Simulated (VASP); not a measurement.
# BaTiO3 (P4/mmm) in VASP: a series of runs

BaTiO3 is run at these levels: LDA; tasks: electric field gradients.

All numbers are computed with VASP 6.6.1; they aren't measurements. Logs are shortened: lines on timing, memory, paths and dates and some standing lists are left out, and cuts for length are marked.

## Step 1: The cell of the first run

The structure is tetragonal, space group P4/mmm (No. 123). The conventional cell has a = 4.087 Å, b = 4.087 Å, c = 4.007 Å, α = 90.00°, β = 90.00°, γ = 90.00°. Ba (site symmetry 4/mmm) has 12 O at 2.86 to 2.89 Å and 8 Ti at 3.52 Å within 3.8 Å. Ti (site symmetry 4/mmm) has 6 O at 2.00 to 2.04 Å within 2.7 Å. Within 2.7 Å of O (site symmetry mmm) lie 2 Ti at 2.04 Å. O (site symmetry 4/mmm) has 2 Ti at 2.00 Å within 2.7 Å.

## Step 2: Electric field gradients, LDA (equal xx and yy strain of +2 %)

Input file INCAR:

```
  PREC = Accurate
  ENCUT = 520
  EDIFF = 1E-8
  ISMEAR = -1
  SIGMA = 0.05
  LREAL = False
  LASPH = True
  NELM = 80
  ALGO = Normal
  ISIF = 2
  LWAVE = False
  LCHARG = False
  LEFG = True
  NBANDS = 28
```

Input file KPOINTS:

```
regular mesh
0
Gamma
  8 8 8
```

Input file POSCAR:

```
BaTiO3
1.0
    4.0874460000      0.0000000000      0.0000000000
    0.0000000000      4.0874460000      0.0000000000
    0.0000000000      0.0000000000      4.0073000000
Ba Ti O
1 1 3
Direct
    0.5000000000      0.5000000000      0.5000000000
    0.0000000000      0.0000000000      0.0000000000
    0.5000000000      0.0000000000      0.0000000000
    0.0000000000      0.5000000000      0.0000000000
    0.0000000000      0.0000000000      0.5000000000
```

Potentials or basis: VASP PAW LDA potentials, release 64 (Ba_sv, Ti_sv, O).

On the command line:

```bash
cat potpaw_LDA.64/Ba_sv/POTCAR potpaw_LDA.64/Ti_sv/POTCAR potpaw_LDA.64/O/POTCAR > POTCAR
mpirun -np 1 vasp_std > vasp.out
```

OUTCAR:

```text
PREC = Accurate
   ENCUT = 520
   EDIFF = 1E-8
   ISMEAR = -1
   LREAL = False
   LASPH = True
   NELM = 80
   ISIF = 2

 ion  position               nearest neighbor table
   1  0.500  0.500  0.500-   3 2.86   4 2.86   3 2.86   4 2.86   3 2.86   3 2.86   4 2.86   4 2.86
                             5 2.89   5 2.89   5 2.89   5 2.89   2 3.52   2 3.52   2 3.52   2 3.52
   2  0.000  0.000  0.000-   5 2.00   5 2.00   3 2.04   4 2.04   4 2.04   3 2.04   1 3.52   1 3.52
                             1 3.52   1 3.52   1 3.52   1 3.52   1 3.52   1 3.52
   3  0.500  0.000  0.000-   2 2.04   2 2.04   1 2.86   1 2.86   1 2.86   1 2.86
   4  0.000  0.500  0.000-   2 2.04   2 2.04   1 2.86   1 2.86   1 2.86   1 2.86
   5  0.000  0.000  0.500-   2 2.00   2 2.00   1 2.89   1 2.89   1 2.89   1 2.89

  LATTYP: Found a simple tetragonal cell.
 ALAT       =     4.0874460000
 C/A-ratio  =     0.9803921569

  Lattice vectors:

 A1 = (   4.0874460000,   0.0000000000,   0.0000000000)
 A2 = (   0.0000000000,   4.0874460000,   0.0000000000)
 A3 = (   0.0000000000,   0.0000000000,   4.0073000000)

Analysis of symmetry for initial positions (statically):
=====================================================================
 Subroutine PRICEL returns:
 Original cell was already a primitive cell.

 Routine SETGRP: Setting up the symmetry group for a
 simple tetragonal supercell.

 Subroutine GETGRP returns: Found 16 space group operations
 (whereof 16 operations were pure point group operations)
 out of a pool of 16 trial point group operations.

The static configuration has the point symmetry D_4h.

Analysis of symmetry for dynamics (positions and initial velocities):
=====================================================================
 Subroutine PRICEL returns:
 Original cell was already a primitive cell.

 Routine SETGRP: Setting up the symmetry group for a
 simple tetragonal supercell.

 Subroutine GETGRP returns: Found 16 space group operations
 (whereof 16 operations were pure point group operations)
 out of a pool of 16 trial point group operations.

The dynamic configuration has the point symmetry D_4h.

 Subroutine INISYM returns: Found 16 space group operations
 (whereof 16 operations are pure point group operations),
 and found     1 'primitive' translations

----------------------------------------------------------------------------------------

                                     Primitive cell

  volume of cell :      66.9508

  direct lattice vectors                    reciprocal lattice vectors
     4.087446000  0.000000000  0.000000000     0.244651550  0.000000000  0.000000000
     0.000000000  4.087446000  0.000000000     0.000000000  0.244651550  0.000000000
     0.000000000  0.000000000  4.007300000     0.000000000  0.000000000  0.249544581

  length of vectors
     4.087446000  4.087446000  4.007300000     0.244651550  0.244651550  0.249544581

  position of ions in fractional coordinates (direct lattice)
     0.500000000  0.500000000  0.500000000
     0.000000000  0.000000000  0.000000000
     0.500000000  0.000000000  0.000000000
     0.000000000  0.500000000  0.000000000
     0.000000000  0.000000000  0.500000000

  ion indices of the primitive-cell ions
   primitive index   ion index
                 1           1
                 2           2
                 3           3
                 4           4
                 5           5

----------------------------------------------------------------------------------------

 KPOINTS: regular mesh

Automatic generation of k-mesh.
 Grid dimensions read from file:
 generate k-points for:    8    8    8

 Generating k-lattice:

  Cartesian coordinates                     Fractional coordinates (reciprocal lattice)
     0.030581444  0.000000000  0.000000000     0.125000000  0.000000000  0.000000000
     0.000000000  0.030581444  0.000000000     0.000000000  0.125000000  0.000000000
     0.000000000  0.000000000  0.031193073     0.000000000  0.000000000  0.125000000

  Length of vectors
     0.030581444  0.030581444  0.031193073

  Shift w.r.t. Gamma in fractional coordinates (k-lattice)
     0.000000000  0.000000000  0.000000000

 Subroutine IBZKPT returns following result:
 ===========================================

 Found     75 irreducible k-points:

 Following reciprocal coordinates:
            Coordinates               Weight
  0.000000  0.000000  0.000000      1.000000
  0.125000  0.000000  0.000000      4.000000
  0.250000  0.000000  0.000000      4.000000
  0.375000  0.000000  0.000000      4.000000
  0.500000  0.000000  0.000000      2.000000
  0.125000  0.125000  0.000000      4.000000
[... 16 lines left out ...]
  0.375000  0.125000  0.125000     16.000000
  0.500000  0.125000  0.125000      8.000000
 [... further k-points ...]
   k-points           NKPTS =     75   k-points in BZ     NKDIM =     75   number of bands    NBANDS=     28
   number of dos      NEDOS =    301   number of ions     NIONS =      5
   total plane-waves  NPLWV =  27000
   dimension x,y,z NGX =    30 NGY =   30 NGZ =   30
   dimension x,y,z NGXF=    60 NGYF=   60 NGZF=   60
   ions per type =               1   1   3
   NGX,Y,Z   is equivalent  to a cutoff of  12.20, 12.20, 12.45 a.u.
   NGXF,Y,Z  is equivalent  to a cutoff of  24.40, 24.40, 24.89 a.u.
 SYSTEM =  unknown system
   PREC   = accura    normal or accurate (medium, high low for compatibility)
   ISTART =      0    job   : 0-new  1-cont  2-samecut
   ICHARG =      2    charge: 1-file 2-atom 10-const
   ISPIN  =      1    spin polarized calculation?
   LNONCOLLINEAR =      F non collinear calculations
   LSORBIT =      F    spin-orbit coupling
   LASPH  =      T    aspherical Exc in radial PAW
   ENCUT  =  520.0 eV  38.22 Ry    6.18 a.u.   7.60  7.60  7.45*2*pi/ulx,y,z
   NELM   =     80;   NELMIN=  2; NELMDL= -5     # of ELM steps
   EDIFF  = 0.1E-07   stopping-criterion for ELM
   LREAL  =      F    real-space projection
   EDIFFG = 0.1E-06   stopping-criterion for IOM
   NSW    =      0    number of steps for IOM
   IBRION =     -1    ionic relax: 0-MD 1-quasi-New 2-CG
   NFREE  =      0    steps in history (QN), initial steepest desc. (CG)
   ISIF   =      2    stress and relaxation
   ISYM   =      2    0-nonsym 1-usesym 2-fastsym
   POTIM  = 0.5000    time-step for ionic-motion
   TEBEG  =    0.0;   TEEND  =   0.0 temperature during run
   PSTRESS=    0.0 pullay stress
   NELECT =      40.0000    total number of electrons
   NUPDOWN=      -1.0000    fix difference up-down
   EMIN   =  10.00;   EMAX   =-10.00  energy-range for DOS
   EFERMI =   0.00;   METHOD = LEGACY
   ISMEAR =    -1;   SIGMA  =   0.05  broadening in eV -4-tet -1-fermi 0-gaus
   EFERMI_NEDOS =   21; number of points for ismear=-14 and -15
   IALGO  =     38    algorithm
   IMIX   =      4    mixing-type and parameters
     AMIX     =   0.40;   BMIX     =  1.00
     AMIX_MAG =   1.60;   BMIX_MAG =  1.00
  volume/ion in A,a.u.               =      13.39        90.36
  Fermi-wavevector in a.u.,A,eV,Ry     =   1.378826  2.605604 25.866875  1.901162
  Thomas-Fermi vector in A             =   2.503852
   LORBIT       =      0    0 simple, 1 ext, 2 COOP (PROOUT), +10 PAW based schemes
   GGA     = CA    functional components
   LHFCALC =     F    Hartree Fock is set to
   AEXX    =    0.0000 exact exchange contribution
   IVDW    =     0    specifies the selected vdW correction
   LEPSILON=     F    determine dielectric tensor
   LRPA    =     F    only Hartree local field effects (RPA)
 non-spin polarized calculation
  energy-cutoff  :      520.00
  volume of cell :       66.95
 maximum number of plane-waves:      1823
   NGX = 15   NGY = 15   NGZ = 15

 number of electron      39.9999986 magnetization

 Free energy of the ion-electron system (eV)
  ---------------------------------------------------
  ext. energy  EPLUGINS =         0.00000000
  ---------------------------------------------------
  free energy    TOTEN  =       -43.92050926 eV

  energy without entropy =      -43.92050925  energy(sigma->0) =      -43.92050926

 E-fermi :   3.9943     XC(G=0): -11.5176

 val. band max:        3.2051907818   @ k =   0.5000   0.5000   0.5000
 cond. band min:       4.7434665246   @ k =   0.0000   0.0000   0.0000
 fundamental gap:      1.5382757427
 Fermi energy:         3.9943326631

 k-point     1 :       0.0000    0.0000    0.0000
  band No.  band energies     occupation
      1     -52.8697      2.00000
      2     -29.4665      2.00000
      3     -29.4585      2.00000
      4     -29.4585      2.00000
      5     -21.5669      2.00000
      6     -13.3012      2.00000
[... 20 lines left out ...]
     27       8.1314      0.00000
     28       9.9286      0.00000

 k-point     2 :       0.1250    0.0000    0.0000
  band No.  band energies     occupation
      1     -52.8696      2.00000
      2     -29.4663      2.00000
      3     -29.4644      2.00000
      4     -29.4583      2.00000
      5     -21.5535      2.00000
      6     -13.3121      2.00000
[... 20 lines left out ...]
     27       8.4160      0.00000
     28      10.2891      0.00000

 k-point     3 :       0.2500    0.0000    0.0000
  band No.  band energies     occupation
      1     -52.8693      2.00000
      2     -29.4785      2.00000
      3     -29.4657      2.00000
      4     -29.4577      2.00000
      5     -21.5208      2.00000
      6     -13.3702      2.00000
[... 20 lines left out ...]
     27       9.1475      0.00000
     28      11.3363      0.00000

 k-point     4 :       0.3750    0.0000    0.0000
  band No.  band energies     occupation
      1     -52.8691      2.00000
      2     -29.4925      2.00000
      3     -29.4652      2.00000
      4     -29.4572      2.00000
      5     -21.4876      2.00000
      6     -13.4585      2.00000
[... 578 lines left out ...]
     27       9.6125      0.00000
     28      11.0821      0.00000

 k-point    23 :       0.3750    0.1250    0.1250
  band No.  band energies     occupation
      1     -52.8688      2.00000
      2     -29.4917      2.00000
      3     -29.4723      2.00000
      4     -29.4626      2.00000
      5     -21.4668      2.00000
      6     -13.3319      2.00000
[... 20 lines left out ...]
     27      10.4236      0.00000
     28      11.5933      0.00000

 k-point    24 :       0.5000    0.1250    0.1250
  band No.  band energies     occupation
      1     -52.8687      2.00000
      2     -29.4974      2.00000
      3     -29.4721      2.00000
      4     -29.4623      2.00000
      5     -21.4542      2.00000
      6     -13.3598      2.00000
[... 20 lines left out ...]
     27      10.7706      0.00000
     28      11.7339      0.00000

 [... further k-points ...]
[... 5 lines left out ...]
  --------------------------------------------------------------------------------------
  -------------------------------------------------------------------------------------
  Total       -5.8971556     -5.8971556     -4.6123075      0.0000000     -0.0000000      0.0000000
  in kB     -141.1228228   -141.1228228   -110.3755602      0.0000000     -0.0000000      0.0000000
  external PRESSURE =    -130.8737353 kB  Pullay stress =       0.0000000 kB

 VOLUME and BASIS-vectors are now :
 -----------------------------------------------------------------------------
  energy-cutoff  :      520.00
  volume of cell :       66.95
      direct lattice vectors                 reciprocal lattice vectors
     4.087446000  0.000000000  0.000000000     0.244651550  0.000000000  0.000000000
     0.000000000  4.087446000  0.000000000     0.000000000  0.244651550  0.000000000
     0.000000000  0.000000000  4.007300000     0.000000000  0.000000000  0.249544581

 POSITION                                       TOTAL-FORCE (eV/Angst)
 -----------------------------------------------------------------------------------
      2.04372      2.04372      2.00365         0.000000      0.000000      0.000000
      0.00000      0.00000      0.00000         0.000000      0.000000      0.000000
      2.04372      0.00000      0.00000         0.000000      0.000000      0.000000
      0.00000      2.04372      0.00000         0.000000      0.000000      0.000000
      0.00000      0.00000      2.00365         0.000000      0.000000      0.000000
 -----------------------------------------------------------------------------------
    total drift:                                0.000000     -0.000000      0.000000

  FREE ENERGIE OF THE ION-ELECTRON SYSTEM (eV)
  ---------------------------------------------------
  free  energy   TOTEN  =       -43.9205092642 eV

  energy  without entropy=      -43.9205092513  energy(sigma->0) =      -43.92050926

 Electric field gradients (V/A^2)
---------------------------------------------------------------------
 ion       V_xx      V_yy      V_zz      V_xy      V_xz      V_yz
---------------------------------------------------------------------
   1       1.156     1.156    -2.311     0.000    -0.000    -0.000
   2       8.626     8.626   -17.252     0.000     0.000    -0.000
   3      28.162   -10.881   -17.282     0.000     0.000     0.000
   4     -10.881    28.162   -17.282     0.000     0.000    -0.000
   5      -9.444    -9.444    18.887    -0.000    -0.000    -0.000
---------------------------------------------------------------------

 Electric field gradients after diagonalization (V/A^2)
 (convention: |V_zz| > |V_xx| > |V_yy|)
----------------------------------------------------------------------
 ion       V_xx      V_yy      V_zz     asymmetry (V_yy - V_xx)/ V_zz
----------------------------------------------------------------------
   1       1.156     1.156    -2.311       0.000
   2       8.626     8.626   -17.252       0.000
   3     -17.282   -10.881    28.162       0.227
   4     -17.282   -10.881    28.162       0.227
   5      -9.444    -9.444    18.887       0.000
----------------------------------------------------------------------

           NMR quadrupolar parameters

 Cq : quadrupolar parameter    Cq=e*Q*V_zz/h
 eta: asymmetry parameters     (V_yy - V_xx)/ V_zz
 Q  : nuclear electric quadrupole moment in mb (millibarn)
----------------------------------------------------------------------
 ion       Cq(MHz)       eta       Q (mb)
----------------------------------------------------------------------
   1      -0.006       0.000       1.000
   2      -0.042       0.000       1.000
   3       0.068       0.227       1.000
   4       0.068       0.227       1.000
   5       0.046       0.000       1.000
----------------------------------------------------------------------
```

Wall time 2.1 min (1 thread of Intel Xeon Platinum 8488C (Sapphire Rapids), shared host); peak memory 0.25 GiB.

What came out:

| Item | Value |
| --- | --- |
| Free energy | -43.9205 eV |
| Pressure | -13.1 GPa |
| Band gap on the k mesh | 1.54 eV (least direct gap 1.72 eV) |
| Largest electric field gradient by atom | Ba -2.3; Ti -17.3; O +28.2, +18.9 (each value once) V/Å² |

Stress tensor (GPa, compression positive):
```
-14.11   0.00   0.00
  0.00 -14.11   0.00
  0.00   0.00 -11.04
```

Electric field gradients, principal values (V/Å²):
| atom | least | middle | greatest (by size) |
| --- | --- | --- | --- |
| 1 Ba | 1.156 | 1.156 | -2.311 |
| 2 Ti | 8.626 | 8.626 | -17.252 |
| 3 O | -10.881 | -17.282 | 28.162 |
| 4 O | -10.881 | -17.282 | 28.162 |
| 5 O | -9.444 | -9.444 | 18.887 |

Caveat: the cell differs from its parent crystal (equal xx and yy strain of +2 %); the cell stands under tension; without QUAD_EFG the Cq values of the log hold for a quadrupole moment of 1 mb, not for the nuclei; spin-orbit coupling is left out, which moves the levels of the heavy elements.

(Continued in part 2 of 3.)
